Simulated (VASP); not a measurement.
# BP (F-43m) in VASP: a series of runs, part 4 of 4

VASP 6.6.1. The steps go on from the part before.

### 5 Vibrations by perturbation theory, LDA (phonons at volume x 0.98)

Input file INCAR:

```
SYSTEM = BP
PREC = Accurate
ENCUT = 520
EDIFF = 1E-8
ISMEAR = 0
SIGMA = 0.01
LREAL = .FALSE.
LASPH = .TRUE.
NELM = 60
ALGO = Normal
ISIF = 2
LWAVE = .FALSE.
LCHARG = .FALSE.
IBRION = 8
NSW = 1
LEPSILON = .TRUE.
```

Input file KPOINTS:

```
Automatic mesh
0
G
  10 10 10
  0 0 0
```

Input file POSCAR:

```
BP
1.0
    0.0000000000      2.2301628116      2.2301628116
    2.2301628116      0.0000000000      2.2301628116
    2.2301628116      2.2301628116      0.0000000000
B P
1 1
Direct
    0.0000000000      0.0000000000      0.0000000000
    0.7500000000      0.7500000000      0.7500000000
```

Potentials or basis: VASP PAW LDA potentials, release 64 (B, P).

Command:

```console
$ cat potpaw_LDA.64/B/POTCAR potpaw_LDA.64/P/POTCAR > POTCAR
$ mpirun -np 1 vasp_std > vasp.out
```

OUTCAR:

```text
SYSTEM = BP
   PREC = Accurate
   ENCUT = 520
   EDIFF = 1E-8
   ISMEAR = 0
   LREAL = .FALSE.
   LASPH = .TRUE.
   NELM = 60
   ISIF = 2
   IBRION = 8
   NSW = 1
   LEPSILON = .TRUE.

 ion  position               nearest neighbor table
   1  0.000  0.000  0.000-   2 1.93   2 1.93   2 1.93   2 1.93
   2  0.750  0.750  0.750-   1 1.93   1 1.93   1 1.93   1 1.93

  LATTYP: Found a face centered cubic cell.
 ALAT       =     4.4603256232

  Lattice vectors:

 A1 = (   0.0000000000,   2.2301628116,   2.2301628116)
 A2 = (   2.2301628116,   0.0000000000,   2.2301628116)
 A3 = (   2.2301628116,   2.2301628116,   0.0000000000)

Analysis of symmetry for initial positions (statically):
=====================================================================
 Subroutine PRICEL returns:
 Original cell was already a primitive cell.

 Routine SETGRP: Setting up the symmetry group for a
 face centered cubic supercell.

[... 561 lines left out ...]
 SECOND DERIVATIVES (NOT SYMMETRIZED)
 ------------------------------------
               1X          1Y          1Z          2X          2Y          2Z
  1X   -20.590357    0.000000    0.000000   20.590357    0.000000    0.000000
  1Y     0.000000  -20.590357    0.000000    0.000000   20.590357    0.000000
  1Z     0.000000    0.000000  -20.590357    0.000000    0.000000   20.590357
  2X    20.585141    0.000000    0.000000  -20.585141    0.000000    0.000000
  2Y     0.000000   20.585141    0.000000    0.000000  -20.585141    0.000000
  2Z     0.000000    0.000000   20.585141    0.000000    0.000000  -20.585141

 Eigenvectors and eigenvalues of the dynamical matrix
 ----------------------------------------------------

   1 f  =   25.058037 THz   157.444292 2PiTHz  835.846157 cm-1   103.631669 meV
             X         Y         Z           dx          dy          dz
      0.000000  0.000000  0.000000    -0.000000   -0.860999    0.000000
      3.345244  3.345244  3.345244    -0.000000    0.508607    0.000000
[... 21 lines left out ...]
   6 f/i=    0.001390 THz     0.008733 2PiTHz    0.046361 cm-1     0.005748 meV
             X         Y         Z           dx          dy          dz
      0.000000  0.000000  0.000000    -0.413464    0.296189    0.000000
      3.345244  3.345244  3.345244    -0.699936    0.501407    0.000000

--------------------------------------------------------------------------------------------------------

 MACROSCOPIC STATIC DIELECTRIC TENSOR IONIC CONTRIBUTION
 ------------------------------------------------------
           0.186945    -0.000000     0.000000
          -0.000000     0.186945    -0.000000
           0.000000    -0.000000     0.186945
 ------------------------------------------------------

 ELASTIC MODULI CONTR FROM IONIC RELAXATION (kBar)
 Direction    XX          YY          ZZ          XY          YZ          ZX
 --------------------------------------------------------------------------------
 XX          -0.0000      0.0000     -0.0000     -0.0000      0.0000     -0.0000
 YY           0.0000     -0.0000      0.0000     -0.0000     -0.0000      0.0000
 ZZ          -0.0000      0.0000     -0.0000     -0.0000     -0.0000     -0.0000
 XY          -0.0000     -0.0000     -0.0000   -264.5549      0.0000      0.0000
 YZ           0.0000     -0.0000     -0.0000      0.0000   -264.5549      0.0000
 ZX          -0.0000      0.0000     -0.0000      0.0000      0.0000   -264.5549
 --------------------------------------------------------------------------------

 PIEZOELECTRIC TENSOR IONIC CONTR  for field in x, y, z        (C/m^2)
          XX          YY          ZZ          XY          YZ          ZX
  --------------------------------------------------------------------------------
  x    -0.00000     0.00000     0.00000     0.00000     0.20926    -0.00000
  y     0.00000    -0.00000     0.00000    -0.00000     0.00000     0.20926
  z     0.00000     0.00000     0.00000     0.20926     0.00000    -0.00000
```

OSZICAR:

```text
N       E                     dE             d eps       ncg     rms          rms(c)
DAV:   1     0.928193298754E+01    0.92819E+01   -0.41566E+03   752   0.899E+02
DAV:   2    -0.150602383107E+02   -0.24342E+02   -0.23102E+02  1216   0.114E+02
DAV:   3    -0.153442843169E+02   -0.28405E+00   -0.28405E+00   920   0.157E+01
DAV:   4    -0.153448028054E+02   -0.51849E-03   -0.51849E-03  1152   0.711E-01
[... 147 lines left out ...]
RMM:   8    -0.411425540751E-01    0.79475E-06    0.31195E-07  4701   0.145E-04    0.631E-05
RMM:   9    -0.411424107439E-01    0.14333E-06    0.11403E-07  4825   0.424E-05    0.107E-05
RMM:  10    -0.411424365209E-01   -0.25777E-07    0.30234E-08  4820   0.921E-06    0.864E-06
RMM:  11    -0.411424264922E-01    0.10029E-07    0.27007E-10  4240   0.308E-06    0.929E-07
RMM:  12    -0.411424247767E-01    0.17155E-08    0.54233E-10  2489   0.980E-07    0.273E-07
 Linear response finished
```

stdout:

```text
POSCAR found type information on POSCAR B P
 POSCAR found :  2 types and       2 ions
 scaLAPACK will be used
 LDA part: xc-table for (Slater(with rela. corr.)+CA(PZ))
 , standard interpolation
 POSCAR, INCAR and KPOINTS ok, starting setup
 FFT: planning ... GRIDC
 FFT: planning ... GRID_SOFT
 FFT: planning ... GRID
[... 24 lines left out ...]
 Linear response to external field, progress :
  Direction:   3
 dielectric tensor                  component  3 :     1.612     2.094     9.273
 Linear response DOF=           2
 Linear response progress:
 first order change of Fermi-energy   0.10692E-03
 force on displaced ion       1 direction 1 : -20.590   0.000   0.000
 Born effective charge ion    1 direction 1 :  -0.698   0.000   0.000
 Linear response progress:
 first order change of Fermi-energy   0.11399E-03
 force on displaced ion       2 direction 1 : -20.585  -0.000  -0.000
 Born effective charge ion    2 direction 1 :   0.680   0.000   0.000
 Born effective charges drift removed
 Linear response finished
```

Run time: 1.9 min. Hardware: 1 thread of Intel Xeon 6975P-C, shared host; peak memory 0.2 GiB.

What came out:

| Property | Result |
| --- | --- |
| Electronic dielectric tensor (diagonal) | 9.27 |
| Born charges (mean of the diagonal) | B -0.69; P +0.69 e |
| Highest phonon frequency at Γ, LO-TO splitting left out | 836 cm⁻¹ |

Phonon frequencies in cm⁻¹ (negative: imaginary):
```
              q point        frequencies
(0.000, 0.000, 0.000)  0 0 0 836 836 836
```

Electronic dielectric tensor:
```
9.27 0.00 0.00
0.00 9.27 0.00
0.00 0.00 9.27
```

Born effective charge tensors (e):
atom 1, B
```
-0.69  0.00  0.00
 0.00 -0.69  0.00
 0.00  0.00 -0.69
```
atom 2, P
```
0.69 0.00 0.00
0.00 0.69 0.00
0.00 0.00 0.69
```

Caveat: the cell differs from its parent crystal (phonons at volume x 0.98); the cell wasn't relaxed at this level first, which shifts response properties.

### 6 Vibrations by perturbation theory, LDA

This run uses another cell than the first one, of 11.32 Å³/atom, 0.994 times its volume.

Input file INCAR:

```
PREC     = Accurate       # precision mode
ENCUT    = 520            # plane-wave cutoff, eV
EDIFF    = 1E-8           # SCF threshold, eV
ISMEAR   = 0              # smearing method
SIGMA    = 0.01           # smearing width, eV
LREAL    = F              # projectors in reciprocal space
LASPH    = T              # aspherical terms in the spheres
NELM     = 80             # most SCF steps
ALGO     = Normal         # electronic algorithm
ISIF     = 2              # what is computed and relaxed
LWAVE    = F              # write WAVECAR
LCHARG   = T              # write CHGCAR
NBANDS   = 11             # bands
IBRION   = 8              # ionic algorithm
NSW      = 1              # ionic steps
LEPSILON = T              # dielectric tensor by DFPT
```

Input file KPOINTS:

```
Automatic mesh
0
Gamma
  10 10 10
```

Input file POSCAR:

```
BP
1.0
    0.0000000000      2.2452319364      2.2452319364
    2.2452319364      0.0000000000      2.2452319364
    2.2452319364      2.2452319364      0.0000000000
B P
1 1
Direct
    0.0000000000      0.0000000000      0.0000000000
    0.7500000000      0.7500000000      0.7500000000
```

Potentials or basis: VASP PAW LDA potentials, release 64 (B, P).

Command:

```console
$ cat potpaw_LDA.64/B/POTCAR potpaw_LDA.64/P/POTCAR > POTCAR
$ mpirun -np 1 vasp_std > vasp.out
```

OUTCAR:

```text
PREC = Accurate
   ENCUT = 520
   EDIFF = 1E-8
   ISMEAR = 0
   LREAL = F
   LASPH = T
   NELM = 80
   ISIF = 2
   IBRION = 8
   NSW = 1
   LEPSILON = T

 ion  position               nearest neighbor table
   1  0.000  0.000  0.000-   2 1.94   2 1.94   2 1.94   2 1.94
   2  0.750  0.750  0.750-   1 1.94   1 1.94   1 1.94   1 1.94

  LATTYP: Found a face centered cubic cell.
 ALAT       =     4.4904638728
[... 663 lines left out ...]
      0.000000  0.000000  0.000000     0.860961   -0.000000    0.000000
      3.367848  3.367848  3.367848    -0.508670    0.000000    0.000000
[... 21 lines left out ...]
   6 f/i=    0.000454 THz     0.002852 2PiTHz    0.015139 cm-1     0.001877 meV
             X         Y         Z           dx          dy          dz
      0.000000  0.000000  0.000000    -0.386403    0.330815    0.000000
      3.367848  3.367848  3.367848    -0.654015    0.559928    0.000000

--------------------------------------------------------------------------------------------------------

 MACROSCOPIC STATIC DIELECTRIC TENSOR IONIC CONTRIBUTION
 ------------------------------------------------------
           0.156032    -0.000000    -0.000000
          -0.000000     0.156032     0.000000
          -0.000000    -0.000000     0.156032
 ------------------------------------------------------

 ELASTIC MODULI CONTR FROM IONIC RELAXATION (kBar)
 Direction    XX          YY          ZZ          XY          YZ          ZX
 --------------------------------------------------------------------------------
 XX          -0.0000      0.0000      0.0000      0.0000     -0.0000      0.0000
 YY           0.0000     -0.0000      0.0000      0.0000      0.0000     -0.0000
 ZZ           0.0000      0.0000     -0.0000     -0.0000      0.0000      0.0000
 XY           0.0000      0.0000     -0.0000   -215.6146      0.0000      0.0000
 YZ          -0.0000      0.0000      0.0000      0.0000   -215.6146      0.0000
 ZX           0.0000     -0.0000      0.0000      0.0000      0.0000   -215.6146
 --------------------------------------------------------------------------------

 PIEZOELECTRIC TENSOR IONIC CONTR  for field in x, y, z        (C/m^2)
          XX          YY          ZZ          XY          YZ          ZX
  --------------------------------------------------------------------------------
  x     0.00000     0.00000     0.00000     0.00000     0.17259     0.00000
  y    -0.00000     0.00000    -0.00000    -0.00000    -0.00000     0.17259
  z    -0.00000     0.00000     0.00000     0.17259    -0.00000     0.00000
```

stdout:

```text
POSCAR found type information on POSCAR B P
 POSCAR found :  2 types and       2 ions
 scaLAPACK will be used
 LDA part: xc-table for (Slater(with rela. corr.)+CA(PZ))
 , standard interpolation
 POSCAR, INCAR and KPOINTS ok, starting setup
 FFT: planning ... GRIDC
 FFT: planning ... GRID_SOFT
 FFT: planning ... GRID
[... 24 lines left out ...]
 Linear response to external field, progress :
  Direction:   3
 dielectric tensor                  component  3 :     1.615     2.089     9.279
 Linear response DOF=           2
 Linear response progress:
 first order change of Fermi-energy   0.87931E-04
 force on displaced ion       1 direction 1 : -19.773  -0.000  -0.000
 Born effective charge ion    1 direction 1 :  -0.632   0.000   0.000
 Linear response progress:
 first order change of Fermi-energy   0.10730E-03
 force on displaced ion       2 direction 1 : -19.775  -0.000  -0.000
 Born effective charge ion    2 direction 1 :   0.614   0.000   0.000
 Born effective charges drift removed
 Linear response finished
```

It took 2.1 min on 1 thread of Intel Xeon 6975P-C, shared host; peak memory 0.22 GiB.

What came out:

* Electronic dielectric tensor (diagonal): 9.28
* Born charges (mean of the diagonal): B -0.62; P +0.62 e
* Highest phonon frequency at Γ, LO-TO splitting left out: 819 cm⁻¹

Phonon frequencies in cm⁻¹ (negative: imaginary):
| q point | frequencies |
| --- | --- |
| (0.000, 0.000, 0.000) | 0 0 0 819 819 819 |

Electronic dielectric tensor:
```
9.28 0.00 0.00
0.00 9.28 0.00
0.00 0.00 9.28
```

Born effective charge tensors (e):
atom 1, B
```
-0.62  0.00  0.00
 0.00 -0.62  0.00
 0.00  0.00 -0.62
```
atom 2, P
```
0.62 0.00 0.00
0.00 0.62 0.00
0.00 0.00 0.62
```
